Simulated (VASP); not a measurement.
Input of a VASP 6.6.1 run:

INCAR

```
SYSTEM = InP
ALGO     = Normal         ! electronic algorithm
EDIFF    = 1E-6           ! SCF threshold, eV
ENCUT    = 520            ! plane-wave cutoff, eV
GGA      = PE             ! functional
ISIF     = 2              ! what is computed and relaxed
ISMEAR   = -1             ! smearing method
LASPH    = .True.         ! aspherical terms in the spheres
LCHARG   = .True.         ! write CHGCAR
LELF     = .True.         ! ELF
LREAL    = .False.        ! projectors in reciprocal space
LVHAR    = .True.       
LWAVE    = .False.        ! write WAVECAR
NBANDS   = 26             ! bands
NELM     = 100            ! most SCF steps
PREC     = Accurate       ! precision mode
SIGMA    = 0.02           ! smearing width, eV
```

KPOINTS

```
k-points
0
Gamma
  6 6 4
  0 0 0
```

POSCAR

```
InP
1.0
    4.3931098464      0.0000000000      0.0000000000
   -2.1965549232      3.8045447286      0.0000000000
    0.0000000000      0.0000000000      5.9734964704
In P
2 2
Direct
    0.3333333333      0.6666666667      0.2500000000
    0.6666666667      0.3333333333      0.7500000000
    0.6666666667      0.3333333333      0.2500000000
    0.3333333333      0.6666666667      0.7500000000
```

Potentials or basis: VASP PAW PBE potentials, release 64 (In_d, P).

Command:

```console
$ cat potpaw_PBE.64/In_d/POTCAR potpaw_PBE.64/P/POTCAR > POTCAR
$ mpirun -np 1 vasp_std > vasp.out
```

(1) Predict the band gap on the k mesh.

(2) Estimate the pressure.

Answers

(1) zero (band 18 reaches 5.50 eV, above the bottom of band 19 at 4.75 eV).

(2) 1.6 GPa.

Caveat: spin-orbit coupling is left out, which moves the levels of the heavy elements.
